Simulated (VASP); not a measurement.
# GaP (rocksalt type) (Fm-3m) in VASP: further runs

Runs on GaP (rocksalt type). Level: r2SCAN. Tasks: single point, relaxation of cell and atoms.

Everything below comes from runs of VASP 6.6.1. Logs are shortened: lines on timing, memory, paths and dates and some standing lists are left out, and cuts for length are marked.

## 1. The cell of the first run

It takes space group Fm-3m (No. 225, cubic). Conventional cell: a = 5.013 Å, b = 5.013 Å, c = 5.013 Å, α = 90.00°, β = 90.00°, γ = 90.00°. Within 3.3 Å of Ga (site symmetry m-3m) lie 6 P at 2.51 Å. Within 3.3 Å of P (site symmetry m-3m) lie 6 Ga at 2.51 Å.

## 2. Single point, r2SCAN (volume scaled by 0.94)

Contents of POSCAR:

```
GaP
1.0
    0.0000000000      2.5067095422      2.5067095422
    2.5067095422      0.0000000000      2.5067095422
    2.5067095422      2.5067095422      0.0000000000
Ga P
1 1
Direct
    0.0000000000      0.0000000000      0.0000000000
    0.5000000000      0.5000000000      0.5000000000
```

Contents of INCAR.step1:

```
PREC = Accurate
ENCUT = 520
ISMEAR = -1
SIGMA = 0.05
LREAL = F
LASPH = T
NELM = 80
NBANDS = 16
GGA = PE
ALGO = Normal
EDIFF = 1E-4
LWAVE = T
LCHARG = F
```

Contents of INCAR.step2:

```
PREC = Accurate
ENCUT = 520
EDIFF = 1E-7
ISMEAR = -1
SIGMA = 0.05
LREAL = F
LASPH = T
NELM = 80
ALGO = Normal
ISIF = 2
LWAVE = F
LCHARG = T
METAGGA = R2SCAN
LMIXTAU = T
LELF = T
LVHAR = T
NBANDS = 16
ISTART = 1
```

Contents of KPOINTS:

```
Automatic mesh
0
Gamma
  14 14 14
```

Potentials or basis: VASP PAW PBE potentials, release 64 (Ga_d, P).

Started as:

```bash
$ cat potpaw_PBE.64/Ga_d/POTCAR potpaw_PBE.64/P/POTCAR > POTCAR
$ cp INCAR.step1 INCAR
$ mpirun -np 1 vasp_std > vasp.out
$ cp INCAR.step2 INCAR
$ mpirun -np 1 vasp_std > vasp.out
```

OUTCAR:

```text
PREC = Accurate
   ENCUT = 520
   EDIFF = 1E-7
   ISMEAR = -1
   LREAL = F
   LASPH = T
   NELM = 80
   ISIF = 2
   METAGGA = R2SCAN
   ISTART = 1

 ion  position               nearest neighbor table
   1  0.000  0.000  0.000-   2 2.51   2 2.51   2 2.51   2 2.51   2 2.51   2 2.51
   2  0.500  0.500  0.500-   1 2.51   1 2.51   1 2.51   1 2.51   1 2.51   1 2.51

  LATTYP: Found a face centered cubic cell.
 ALAT       =     5.0134190844

  Lattice vectors:

 A1 = (   0.0000000000,   2.5067095422,   2.5067095422)
 A2 = (   2.5067095422,   0.0000000000,   2.5067095422)
 A3 = (   2.5067095422,   2.5067095422,   0.0000000000)

Analysis of symmetry for initial positions (statically):
=====================================================================
 Subroutine PRICEL returns:
 Original cell was already a primitive cell.

 Routine SETGRP: Setting up the symmetry group for a
 face centered cubic supercell.

 Subroutine GETGRP returns: Found 48 space group operations
 (whereof 48 operations were pure point group operations)
 out of a pool of 48 trial point group operations.

The static configuration has the point symmetry O_h .

Analysis of symmetry for dynamics (positions and initial velocities):
=====================================================================
 Subroutine PRICEL returns:
 Original cell was already a primitive cell.

 Routine SETGRP: Setting up the symmetry group for a
 face centered cubic supercell.

 Subroutine GETGRP returns: Found 48 space group operations
 (whereof 48 operations were pure point group operations)
 out of a pool of 48 trial point group operations.

The dynamic configuration has the point symmetry O_h .

 Subroutine INISYM returns: Found 48 space group operations
 (whereof 48 operations are pure point group operations),
 and found     1 'primitive' translations

----------------------------------------------------------------------------------------

                                     Primitive cell

  volume of cell :      31.5023

  direct lattice vectors                    reciprocal lattice vectors
     0.000000000  2.506709542  2.506709542    -0.199464673  0.199464673  0.199464673
     2.506709542  0.000000000  2.506709542     0.199464673 -0.199464673  0.199464673
     2.506709542  2.506709542  0.000000000     0.199464673  0.199464673 -0.199464673

[... 73 lines left out ...]
 SYSTEM =  unknown system
   PREC   = accura    normal or accurate (medium, high low for compatibility)
   ISTART =      1    job   : 0-new  1-cont  2-samecut
   ICHARG =      0    charge: 1-file 2-atom 10-const
   ISPIN  =      1    spin polarized calculation?
   LNONCOLLINEAR =      F non collinear calculations
   LSORBIT =      F    spin-orbit coupling
   LASPH  =      T    aspherical Exc in radial PAW
   ENCUT  =  520.0 eV  38.22 Ry    6.18 a.u.   6.59  6.59  6.59*2*pi/ulx,y,z
   NELM   =     80;   NELMIN=  2; NELMDL=  0     # of ELM steps
   EDIFF  = 0.1E-06   stopping-criterion for ELM
   LREAL  =      F    real-space projection
   EDIFFG = 0.1E-05   stopping-criterion for IOM
   NSW    =      0    number of steps for IOM
   IBRION =     -1    ionic relax: 0-MD 1-quasi-New 2-CG
   NFREE  =      0    steps in history (QN), initial steepest desc. (CG)
   ISIF   =      2    stress and relaxation
   ISYM   =      2    0-nonsym 1-usesym 2-fastsym
   POTIM  = 0.5000    time-step for ionic-motion
   TEBEG  =    0.0;   TEEND  =   0.0 temperature during run
   PSTRESS=    0.0 pullay stress
   NELECT =      18.0000    total number of electrons
   NUPDOWN=      -1.0000    fix difference up-down
   EMIN   =  10.00;   EMAX   =-10.00  energy-range for DOS
   EFERMI =   0.00;   METHOD = LEGACY
   ISMEAR =    -1;   SIGMA  =   0.05  broadening in eV -4-tet -1-fermi 0-gaus
   EFERMI_NEDOS =   21; number of points for ismear=-14 and -15
   IALGO  =     38    algorithm
   IMIX   =      4    mixing-type and parameters
     AMIX     =   0.40;   BMIX     =  1.00
     AMIX_MAG =   1.60;   BMIX_MAG =  1.00
  volume/ion in A,a.u.               =      15.75       106.29
  Fermi-wavevector in a.u.,A,eV,Ry     =   1.358475  2.567146 25.108931  1.845454
  Thomas-Fermi vector in A             =   2.485305
   LORBIT       =      0    0 simple, 1 ext, 2 COOP (PROOUT), +10 PAW based schemes
   METAGGA = R2SCAN    functional components
   LHFCALC =     F    Hartree Fock is set to
   AEXX    =    0.0000 exact exchange contribution
   IVDW    =     0    specifies the selected vdW correction
   LEPSILON=     F    determine dielectric tensor
   LRPA    =     F    only Hartree local field effects (RPA)
 non-spin polarized calculation
  energy-cutoff  :      520.00
  volume of cell :       31.50
 maximum number of plane-waves:       881
   NGX = 13   NGY = 13   NGZ = 13

 number of electron      17.9999999 magnetization

 Free energy of the ion-electron system (eV)
  ---------------------------------------------------
  ext. energy  EPLUGINS =         0.00000000
  ---------------------------------------------------
  free energy    TOTEN  =       -20.43138558 eV

  energy without entropy =      -20.42391929  energy(sigma->0) =      -20.42765243

 E-fermi :   7.3340     XC(G=0): -12.2190

 val. band max:        7.2817867224   @ k =   0.2857   0.0714   0.0000
 cond. band min:       7.3467730004   @ k =   0.3571   0.0000   0.0000
 fundamental gap:      0.0649862780
 Fermi energy:         7.3339614289

 k-point     1 :       0.0000    0.0000    0.0000
  band No.  band energies     occupation
      1      -7.9950      2.00000
      2      -7.9950      2.00000
      3      -7.9536      2.00000
      4      -7.9536      2.00000
      5      -7.9536      2.00000
      6      -7.2499      2.00000
[... 433 lines left out ...]
      3      -7.9660      2.00000
      4      -7.9253      2.00000
      5      -7.9139      2.00000
      6      -5.9582      2.00000
[... 8 lines left out ...]
     15      18.7696      0.00000
     16      19.3640      0.00000

 [... further k-points ...]
[... 5 lines left out ...]
  --------------------------------------------------------------------------------------
  -------------------------------------------------------------------------------------
  Total        1.3648461      1.3648461      1.3648461      0.0000000      0.0000000     -0.0000000
  in kB       69.4148242     69.4148242     69.4148242      0.0000000      0.0000000     -0.0000000
  external PRESSURE =      69.4148242 kB  Pullay stress =       0.0000000 kB

 VOLUME and BASIS-vectors are now :
 -----------------------------------------------------------------------------
  energy-cutoff  :      520.00
  volume of cell :       31.50
      direct lattice vectors                 reciprocal lattice vectors
     0.000000000  2.506709542  2.506709542    -0.199464673  0.199464673  0.199464673
     2.506709542  0.000000000  2.506709542     0.199464673 -0.199464673  0.199464673
     2.506709542  2.506709542  0.000000000     0.199464673  0.199464673 -0.199464673

 POSITION                                       TOTAL-FORCE (eV/Angst)
 -----------------------------------------------------------------------------------
      0.00000      0.00000      0.00000        -0.000000     -0.000000      0.000000
      2.50671      2.50671      2.50671         0.000000      0.000000     -0.000000
 -----------------------------------------------------------------------------------
    total drift:                               -0.000000      0.000000      0.000000

  FREE ENERGIE OF THE ION-ELECTRON SYSTEM (eV)
  ---------------------------------------------------
  free  energy   TOTEN  =       -20.4313855784 eV

  energy  without entropy=      -20.4239192870  energy(sigma->0) =      -20.42765243
```

OUTCAR.step1:

```text
PREC = Accurate
   ENCUT = 520
   ISMEAR = -1
   LREAL = F
   LASPH = T
   NELM = 80
[... 674 lines left out ...]
 -----------------------------------------------------------------------------------
      0.00000      0.00000      0.00000         0.000000      0.000000      0.000000
      2.50671      2.50671      2.50671         0.000000      0.000000      0.000000
 -----------------------------------------------------------------------------------
    total drift:                               -0.000000      0.000000      0.000000

  FREE ENERGIE OF THE ION-ELECTRON SYSTEM (eV)
  ---------------------------------------------------
  free  energy   TOTEN  =        -8.2407875426 eV

  energy  without entropy=       -8.2329721585  energy(sigma->0) =       -8.23687985
```

OSZICAR.step1:

```text
N       E                     dE             d eps       ncg     rms          rms(c)
DAV:   1     0.771337560355E+02    0.77134E+02   -0.90769E+03  3520   0.179E+03
DAV:   2    -0.311543115094E+01   -0.80249E+02   -0.76259E+02  3744   0.315E+02
DAV:   3    -0.835008040259E+01   -0.52346E+01   -0.51891E+01  4296   0.610E+01
DAV:   4    -0.841860777154E+01   -0.68527E-01   -0.68505E-01  3928   0.719E+00
DAV:   5    -0.841981711133E+01   -0.12093E-02   -0.12093E-02  4472   0.902E-01    0.412E+00
DAV:   6    -0.824969851450E+01    0.17012E+00   -0.29643E-01  4784   0.116E+01    0.264E+00
DAV:   7    -0.824045613278E+01    0.92424E-02   -0.54099E-02  4720   0.176E+00    0.111E+00
DAV:   8    -0.824077690247E+01   -0.32077E-03   -0.52661E-03  4184   0.103E+00    0.122E-01
DAV:   9    -0.824078754255E+01   -0.10640E-04   -0.49053E-04  4296   0.364E-01
   1 F= -.82407875E+01 E0= -.82368799E+01  d E =-.781538E-02
```

Wall time 3.2 min (1 thread of AMD EPYC 9R45 (Zen 5), shared host); peak memory 0.16 GiB.

Results:

* Free energy: -20.4314 eV
* Pressure: 6.9 GPa
* Band gap on the k mesh: zero (band 9 reaches 7.87 eV, above the bottom of band 10 at 4.32 eV)

Caveat: the PAW data sets were made with another functional, which shifts forces and pressure a little.

(Continued in part 2 of 2.)
